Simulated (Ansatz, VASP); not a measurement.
Two plane-wave programs on BaS

```
CELL_PARAMETERS angstrom
0.00000 3.16614 3.16614
3.16614 0.00000 3.16614
3.16614 3.16614 0.00000
ATOMIC_POSITIONS crystal
Ba 0.00000 0.00000 0.00000
S 0.50000 0.50000 0.50000
```

Alike in both runs: functional PBEsol; k mesh 8 × 8 × 8; occupations gaussian, width 0.02 eV; no spin polarisation.

Ansatz relaxed the structure, and its values are those at the end. VASP's run is a single point on that final structure, the one shown.

|  | VASP | Ansatz |
| --- | --- | --- |
| version | VASP 6.6.1 | Ansatz 0.2.0 |
| potentials or method | VASP PAW PBE potentials, release 64 (Ba_sv, S), cutoff 500 eV | scalar-relativistic, plane waves, PAW |
| valence electrons in the cell | 16 | 16 |

```tsv
	VASP	Ansatz	Ansatz less VASP
gap on the k mesh at the Fermi level (eV)	1.93	2.04	+0.105
least direct gap on the mesh (eV)	2.06	2.13	+0.071
pressure (GPa)	0.7	0.0	-0.68
```

VASP's potentials were made for PBE, not for PBEsol, and Ansatz warns of the same on its side.

Spin-orbit coupling is off throughout.
